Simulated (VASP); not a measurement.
# C in VASP: further runs

The runs below take C through single point, with PBE.

Program: VASP 6.6.1. These are calculated values, not measurements. Logs are shortened: lines on timing, memory, paths and dates and some standing lists are left out, and cuts for length are marked.

### 1 The cell of the first run

The structure is trigonal, space group R-3m (No. 166). Conventional cell: a = 7.055 Å, b = 7.055 Å, c = 2.540 Å, α = 90.00°, β = 90.00°, γ = 120.00°. Within 1.9 Å of C (site symmetry m) lie 4 C at 1.46 to 1.82 Å. C (site symmetry m) has 4 C at 1.46 to 1.82 Å within 1.9 Å.

### 2 Single point, PBE

INCAR reads:

```
SYSTEM = C
  PREC = Accurate
  ENCUT = 520
  EDIFF = 1E-6
  ISMEAR = 0
  SIGMA = 0.2
  LREAL = .False.
  LASPH = .True.
  NELM = 100
  ALGO = Normal
  ISIF = 2
  LWAVE = .False.
  LCHARG = .False.
  GGA = PE
  NBANDS = 36
```

KPOINTS reads:

```
regular mesh
0
Gamma
  6 6 6
  0 0 0
```

POSCAR reads:

```
C
1.0
   -3.5277016862     -2.0367195182     -0.8467298269
    3.5277016862     -2.0367195182     -0.8467298269
    0.0000000000      0.0000000000      5.0803789615
C
12
Direct
    0.0000000000      0.6255587908      0.4190030140
    1.0000000000      0.6255587908      0.9190030140
    0.6255587908      0.6255587908      0.3937763814
    0.6255587908      0.6255587908      0.8937763814
    0.6255587908      0.0000000000      0.4190030140
    0.6255587908      1.0000000000      0.9190030140
    0.3744412092      0.0000000000      0.0809969860
    0.3744412092      0.0000000000      0.5809969860
    0.3744412092      0.3744412092      0.1062236186
    0.3744412092      0.3744412092      0.6062236186
    0.0000000000      0.3744412092      0.0809969860
    0.0000000000      0.3744412092      0.5809969860
```

Potentials or basis: VASP PAW PBE potentials, release 64 (C).

The run is started by

```sh
> cat potpaw_PBE.64/C/POTCAR > POTCAR
> mpirun -np 1 vasp_std > vasp.out
```

OUTCAR:

```text
SYSTEM = C
   PREC = Accurate
   ENCUT = 520
   EDIFF = 1E-6
   ISMEAR = 0
   LREAL = .False.
   LASPH = .True.
   NELM = 100
   ISIF = 2
   GGA = PE

 ion  position               nearest neighbor table
   1  0.000  0.626  0.419-  12 1.46   3 1.54   8 1.54  11 1.82
   2  0.000  0.626  0.919-  11 1.46   4 1.54   7 1.54  12 1.82
   3  0.626  0.626  0.394-   9 1.46   5 1.54   1 1.54  10 1.82
   4  0.626  0.626  0.894-  10 1.46   6 1.54   2 1.54   9 1.82
   5  0.626  0.000  0.419-   8 1.46   3 1.54  12 1.54   7 1.82
   6  0.626  0.000  0.919-   7 1.46   4 1.54  11 1.54   8 1.82
   7  0.374  0.000  0.081-   6 1.46   9 1.54   2 1.54   5 1.82
   8  0.374  0.000  0.581-   5 1.46  10 1.54   1 1.54   6 1.82
   9  0.374  0.374  0.106-   3 1.46   7 1.54  11 1.54   4 1.82
  10  0.374  0.374  0.606-   4 1.46   8 1.54  12 1.54   3 1.82
  11  0.000  0.374  0.081-   2 1.46   9 1.54   6 1.54   1 1.82
  12  0.000  0.374  0.581-   1 1.46  10 1.54   5 1.54   2 1.82

  LATTYP: Found a base centered monoclinic cell.
 ALAT       =     4.4114296075
 B/A-ratio  =     1.5993462438
 C/A-ratio  =     1.1516400381
 COS(beta)  =    -0.3838800127

  Lattice vectors:

 A1 = (  -3.5277016862,  -2.0367195182,  -0.8467298269)
 A2 = (   3.5277016862,  -2.0367195182,  -0.8467298269)
 A3 = (   0.0000000000,   0.0000000000,   5.0803789615)

Analysis of symmetry for initial positions (statically):
=====================================================================
 Subroutine PRICEL returns following result:

  LATTYP: Found a trigonal (rhomboedric) cell.
 ALAT       =     4.1605116251
 COS(alpha) =    -0.4378719824

  Lattice vectors:

 A1 = (   3.5277016862,   2.0367195182,   0.8467298269)
 A2 = (  -3.5277016862,   2.0367195182,   0.8467298269)
 A3 = (   0.0000000000,  -4.0734390364,   0.8467298270)

   2 primitive cells build up your supercell.

 Routine SETGRP: Setting up the symmetry group for a
 base centered monoclinic supercell.

 Subroutine GETGRP returns: Found  4 space group operations
 (whereof  4 operations were pure point group operations)
 out of a pool of  4 trial point group operations.

The static configuration has the point symmetry C_2h.

Analysis of symmetry for dynamics (positions and initial velocities):
=====================================================================
 Subroutine PRICEL returns following result:

  LATTYP: Found a trigonal (rhomboedric) cell.
 ALAT       =     4.1605116251
 COS(alpha) =    -0.4378719824

  Lattice vectors:

 A1 = (   3.5277016862,   2.0367195182,   0.8467298269)
 A2 = (  -3.5277016862,   2.0367195182,   0.8467298269)
 A3 = (   0.0000000000,  -4.0734390364,   0.8467298270)

   2 primitive cells build up your supercell.

 Routine SETGRP: Setting up the symmetry group for a
 base centered monoclinic supercell.

 Subroutine GETGRP returns: Found  4 space group operations
 (whereof  4 operations were pure point group operations)
 out of a pool of  4 trial point group operations.

The dynamic configuration has the point symmetry C_2h.

 Subroutine INISYM returns: Found  4 space group operations
 (whereof  4 operations are pure point group operations),
 and found     2 'primitive' translations

----------------------------------------------------------------------------------------

                                     Primitive cell

  volume of cell :      36.5022

  direct lattice vectors                    reciprocal lattice vectors
     3.527701686  2.036719518  0.846729827     0.141735341  0.081830937  0.393671420
    -3.527701686  2.036719518  0.846729827    -0.141735341  0.081830937  0.393671420
     0.000000000 -4.073439036  0.846729827     0.000000000 -0.163661874  0.393671420

  length of vectors
     4.160511625  4.160511625  4.160511625     0.426336013  0.426336013  0.426336013

  position of ions in fractional coordinates (direct lattice)
     0.838006028  0.212447237  0.838006028
     0.161993972  0.161993972  0.787552763
     0.212447237  0.838006028  0.838006028
     0.787552763  0.161993972  0.161993972
     0.838006028  0.838006028  0.212447237
     0.161993972  0.787552763  0.161993972

  ion indices of the primitive-cell ions
   primitive index   ion index
                 1           1
                 2           3
                 3           5
                 4           8
                 5          10
                 6          12

----------------------------------------------------------------------------------------

 KPOINTS: regular mesh

Automatic generation of k-mesh.
 Grid dimensions read from file:
 generate k-points for:    6    6    6

 Generating k-lattice:

  Cartesian coordinates                     Fractional coordinates (reciprocal lattice)
    -0.023622557 -0.040915469  0.000000000     0.166666667  0.000000000  0.000000000
     0.023622557 -0.040915469  0.000000000     0.000000000  0.166666667  0.000000000
     0.000000000 -0.013638490  0.032805952     0.000000000  0.000000000  0.166666667

[... 92 lines left out ...]
 cond. band min:       9.9232286466   @ k =   0.0000   0.0000   0.0000
 fundamental gap:      0.2660752190
 Fermi energy:         9.8239927236

 k-point     1 :       0.0000    0.0000    0.0000
  band No.  band energies     occupation
      1     -12.2361      2.00000
      2      -8.0744      2.00000
      3      -6.7954      2.00000
      4      -4.5439      2.00000
      5      -4.5439      2.00000
      6      -4.1427      2.00000
[... 28 lines left out ...]
     35      19.0261      0.00000
     36      19.2576      0.00000

 k-point     2 :       0.1667    0.0000    0.0000
  band No.  band energies     occupation
      1     -11.9876      2.00000
      2      -8.1631      2.00000
      3      -6.4487      2.00000
      4      -6.1666      2.00000
      5      -5.1156      2.00000
      6      -4.7964      2.00000
[... 28 lines left out ...]
     35      19.0138      0.00000
     36      19.0698      0.00000

 k-point     3 :       0.3333    0.0000    0.0000
  band No.  band energies     occupation
      1     -11.2622      2.00000
      2      -8.1631      2.00000
      3      -8.1619      2.00000
      4      -6.4487      2.00000
      5      -5.7232      2.00000
      6      -4.7964      2.00000
[... 28 lines left out ...]
     35      18.2914      0.00000
     36      18.4524      0.00000

 k-point     4 :       0.5000   -0.0000    0.0000
  band No.  band energies     occupation
      1     -10.4226      2.00000
      2      -9.4462      2.00000
      3      -8.0744      2.00000
      4      -6.7954      2.00000
      5      -5.9389      2.00000
      6      -4.1427      2.00000
[... 28 lines left out ...]
     35      18.1590      0.00000
     36      18.3792      0.00000

 k-point     5 :       0.1667    0.1667    0.0000
  band No.  band energies     occupation
      1     -11.4984      2.00000
      2      -8.3209      2.00000
      3      -7.4165      2.00000
      4      -6.2937      2.00000
      5      -5.6850      2.00000
      6      -5.6850      2.00000
[... 655 lines left out ...]
 k-point    22 :       0.5000    0.1667    0.1667
  band No.  band energies     occupation
      1     -10.6555      2.00000
      2      -8.4677      2.00000
      3      -8.2707      2.00000
      4      -7.0361      2.00000
      5      -6.6895      2.00000
      6      -4.5456      2.00000
[... 28 lines left out ...]
     35      18.0839      0.00000
     36      18.5164      0.00000

 k-point    23 :      -0.3333    0.1667    0.1667
  band No.  band energies     occupation
      1     -11.4784      2.00000
      2      -7.7929      2.00000
      3      -7.2061      2.00000
      4      -7.1318      2.00000
      5      -5.9679      2.00000
      6      -4.7803      2.00000
[... 28 lines left out ...]
     35      18.4763      0.00000
     36      18.6294      0.00000

 k-point    24 :      -0.1667    0.1667    0.1667
  band No.  band energies     occupation
      1     -11.8457      2.00000
      2      -8.6877      2.00000
      3      -6.1989      2.00000
      4      -6.1240      2.00000
      5      -5.1303      2.00000
      6      -4.1293      2.00000
[... 28 lines left out ...]
     35      18.5770      0.00000
     36      19.0692      0.00000

 [... further k-points ...]

------------------------ aborting loop because EDIFF is reached ----------------------------------------

  FORCE on cell =-STRESS in cart. coord.  units (eV):
  Direction    XX          YY          ZZ          XY          YZ          ZX
  --------------------------------------------------------------------------------------
  -------------------------------------------------------------------------------------
  Total        0.3957791      0.3957162      0.2017589      0.0000000      0.0001182      0.0000000
  in kB        8.6858888      8.6845074      4.4278632      0.0000000      0.0025939      0.0000000
  external PRESSURE =       7.2660865 kB  Pullay stress =       0.0000000 kB

 VOLUME and BASIS-vectors are now :
 -----------------------------------------------------------------------------
  energy-cutoff  :      520.00
  volume of cell :       73.00
      direct lattice vectors                 reciprocal lattice vectors
    -3.527701686 -2.036719518 -0.846729827    -0.141735341 -0.245492811  0.000000000
     3.527701686 -2.036719518 -0.846729827     0.141735341 -0.245492811  0.000000000
     0.000000000  0.000000000  5.080378962     0.000000000 -0.081830937  0.196835710

 POSITION                                       TOTAL-FORCE (eV/Angst)
 -----------------------------------------------------------------------------------
      2.20678     -1.27409      1.59901         0.015364     -0.008854     -0.042191
      2.20678     -1.27409      4.13920         0.015364     -0.008854     -0.042191
      0.00000     -2.54818      0.94117        -0.000000     -0.017781      0.042126
      0.00000     -2.54818      3.48136        -0.000000     -0.017781      0.042126
     -2.20678     -1.27409      1.59901        -0.015364     -0.008854     -0.042191
     -2.20678     -1.27409      4.13920        -0.015364     -0.008854     -0.042191
     -1.32092     -0.76263      0.09444         0.015364      0.008854      0.042191
     -1.32092     -0.76263      2.63463         0.015364      0.008854      0.042191
      0.00000     -1.52526     -0.09444        -0.000000      0.017781     -0.042126
      0.00000     -1.52526      2.44574        -0.000000      0.017781     -0.042126
      1.32092     -0.76263      0.09444        -0.015364      0.008854      0.042191
      1.32092     -0.76263      2.63463        -0.015364      0.008854      0.042191
 -----------------------------------------------------------------------------------
    total drift:                               -0.000000     -0.000000      0.000000

  FREE ENERGIE OF THE ION-ELECTRON SYSTEM (eV)
  ---------------------------------------------------
  free  energy   TOTEN  =      -102.4504628095 eV

  energy  without entropy=     -102.4491442414  energy(sigma->0) =     -102.44980353
```

It took 64 s on 1 thread of Intel Xeon 6975P-C (Granite Rapids), shared host; peak memory 0.25 GiB.

Results:

| Property | Result |
| --- | --- |
| Free energy | -102.4505 eV |
| Pressure | 0.7 GPa |
| Largest force | 0.046 eV/Å |
| Band gap on the k mesh | zero (bands 24 and 25 overlap by 0.27 eV) |

Forces on the atoms (eV/Å):
```
C    0.015 -0.009 -0.042
C    0.015 -0.009 -0.042
C    0.000 -0.018  0.042
C    0.000 -0.018  0.042
C   -0.015 -0.009 -0.042
C   -0.015 -0.009 -0.042
C    0.015  0.009  0.042
C    0.015  0.009  0.042
C    0.000  0.018 -0.042
C    0.000  0.018 -0.042
C   -0.015  0.009  0.042
C   -0.015  0.009  0.042
```

### 3 Single point, PBE

INCAR is that of step 2.

KPOINTS is that of step 2.

POSCAR reads:

```
C
1.0
   -3.5278568140     -2.0369004448     -0.8465229001
    3.5277951156     -2.0367877832     -0.8465657506
   -0.0000104593      0.0000462686      5.0791347624
C
12
Direct
    0.0000009735      0.6255161787      0.4189275562
    1.0000005692      0.6255157191      0.9189366711
    0.6255396780      0.6255371858      0.3938067803
    0.6255427309      0.6255343523      0.8938065409
    0.6255332526      0.0000075208      0.4189589675
    0.6255341695      1.0000051121      0.9189513008
    0.3744652596     -0.0000078071      0.0810399419
    0.3744671166     -0.0000045396      0.5810486266
    0.3744593067      0.3744626614      0.1061925421
    0.3744589238      0.3744662561      0.6061922279
   -0.0000004374      0.3744849998      0.0810746131
   -0.0000015430      0.3744823607      0.5810642317
```

Potentials or basis: VASP PAW PBE potentials, release 64 (C).

The run is started by

```sh
> cat potpaw_PBE.64/C/POTCAR > POTCAR
> mpirun -np 1 vasp_std > vasp.out
```

It took 99 s on 1 thread of Intel Xeon 6975P-C (Granite Rapids), shared host; peak memory 0.31 GiB.

Results (log left out):

```yaml
Free_energy: -102.4505 eV
Pressure: 0.7 GPa
Largest_force: 0.043 eV/Å
Band_gap_on_the_k_mesh: zero (bands 24 and 25 overlap by 0.26 eV)
```

Forces on the atoms (eV/Å):
```
C    0.015 -0.009 -0.037
C    0.015 -0.009 -0.038
C    0.000 -0.017  0.038
C    0.001 -0.017  0.038
C   -0.015 -0.008 -0.039
C   -0.015 -0.008 -0.038
C    0.015  0.008  0.039
C    0.015  0.008  0.038
C    0.000  0.017 -0.038
C   -0.001  0.017 -0.038
C   -0.015  0.009  0.037
C   -0.015  0.009  0.038
```

Stress tensor (GPa, compression positive):
```
 0.79 -0.01 -0.01
-0.01  0.78  0.00
-0.01  0.00  0.56
```

Levels at points of the mesh, in eV from the Fermi level:
```
           k point  band 20  band 21  band 22  band 23  band 24  band 25  band 26  band 27  band 28  band 29
(0.00, 0.00, 0.00)    -4.03    -3.75    -1.64    -1.64     0.10     0.66     2.32     3.05     3.55     3.55
(0.50, 0.00, 0.00)    -4.47    -4.36    -3.75    -3.00    -1.21     2.33     2.38     3.05     4.74     4.86
(0.00, 0.50, 0.00)    -4.47    -4.36    -3.75    -3.00    -1.21     2.33     2.38     3.05     4.74     4.86
(0.50, 0.50, 0.00)    -4.47    -4.36    -3.86    -3.00    -1.21    -0.16     2.38     4.74     5.22     5.74
(0.00, 0.00, 0.50)    -4.95    -3.45    -3.45    -2.85    -2.85     2.18     2.18     5.41     5.41     5.91
(0.50, 0.00, 0.50)    -4.90    -4.86    -4.86    -3.84    -3.84     2.48     2.48     3.62     3.62     6.19
(0.00, 0.50, 0.50)    -4.90    -4.86    -4.86    -3.84    -3.83     2.48     2.48     3.62     3.62     6.19
(0.50, 0.50, 0.50)    -4.90    -4.65    -4.65    -4.52    -4.52     2.59     2.59     5.18     5.18     6.04
```

### 4 Single point, PBE

This run uses another cell than the first one: it holds 6 atoms, not 12.

INCAR reads:

```
SYSTEM = C
ALGO     = Normal         ! electronic algorithm
EDIFF    = 1E-7           ! SCF threshold, eV
ENCUT    = 520            ! plane-wave cutoff, eV
GGA      = PE             ! functional
ISIF     = 2              ! what is computed and relaxed
ISMEAR   = 0              ! smearing method
LASPH    = .TRUE.         ! aspherical terms in the spheres
LCHARG   = .TRUE.         ! write CHGCAR
LELF     = .TRUE.         ! ELF
LREAL    = .FALSE.        ! projectors in reciprocal space
LVHAR    = .TRUE.       
LWAVE    = .FALSE.        ! write WAVECAR
NBANDS   = 21             ! bands
NELM     = 80             ! most SCF steps
PREC     = Accurate       ! precision mode
SIGMA    = 0.1            ! smearing width, eV
```

KPOINTS reads:

```
k-points
0
G
  18 18 18
  0 0 0
```

POSCAR reads:

```
C
1.0
    3.5277016862      2.0367195182      0.8467298269
   -3.5277016862      2.0367195182      0.8467298269
    0.0000000000     -4.0734390363      0.8467298269
C
6
Direct
    0.8380060280      0.2124472371      0.8380060280
    0.1619939720      0.1619939720      0.7875527629
    0.2124472371      0.8380060280      0.8380060280
    0.7875527629      0.1619939720      0.1619939720
    0.8380060280      0.8380060280      0.2124472371
    0.1619939720      0.7875527629      0.1619939720
```

The run is started by

```sh
> cat potpaw_PBE.64/C/POTCAR > POTCAR
> mpirun -np 1 vasp_std > vasp.out
```

It took 2.9 min on 1 thread of Intel Xeon 6975P-C (Granite Rapids), shared host; peak memory 0.39 GiB.

It converged, with:

```
Free energy            : -51.2254 eV
Pressure               : 0.7 GPa
Largest force          : 0.042 eV/Å
Band gap on the k mesh : zero (bands 12 and 13 overlap by 0.27 eV)
```

Forces in eV/Å, atoms in the order of the input:
```
C    0.015 -0.009 -0.038
C    0.000 -0.017  0.038
C   -0.015 -0.009 -0.038
C    0.015  0.009  0.038
C    0.000  0.017 -0.038
C   -0.015  0.009  0.038
```

Stress tensor (GPa, compression positive):
```
0.80 0.00 0.00
0.00 0.80 0.00
0.00 0.00 0.53
```

Levels at points of the mesh, in eV from the Fermi level:
```csv
k point,band 9,band 10,band 11,band 12,band 13,band 14,band 15,band 16
"(0.00, 0.00, 0.00)",-4.02,-1.63,-1.63,0.11,0.66,3.54,3.54,7.58
"(0.50, 0.00, 0.00)",-6.79,-6.31,-6.04,-3.75,2.33,3.05,4.86,7.56
"(0.50, 0.50, 0.00)",-4.47,-4.35,-2.99,-1.20,2.37,4.73,5.21,5.76
"(0.50, 0.50, 0.50)",-5.39,-5.16,-5.16,-3.86,-0.16,5.75,5.75,7.96
```

### 5 Overview

| cell | k mesh | smearing | gap on the mesh (eV) | pressure (GPa) | largest force (eV/Å) |
| --- | --- | --- | --- | --- | --- |
| a = 4.161, b = 4.161, c = 5.080 Å, angles 101.7, 101.7, 116.0°, 12 atoms, atomic positions A | 6 × 6 × 6 | gaussian 0.2 eV | none | 0.7 | 0.05 |
| a = 4.161, b = 4.161, c = 5.079 Å, angles 101.7, 101.7, 116.0°, 12 atoms, atomic positions A | 6 × 6 × 6 | gaussian 0.2 eV | none | 0.7 | 0.04 |
| a = 4.161 Å, angles 116.0°, 6 atoms, atomic positions B | 18 × 18 × 18 | gaussian 0.1 eV | none | 0.7 | 0.04 |

Alike in all rows: task single point; level PBE; potentials or basis VASP PAW PBE potentials, release 64 (C); no spin polarisation; cutoff (eV) 520.

Total energies depend on the potentials used, so only differences within one code and one set of settings carry meaning.
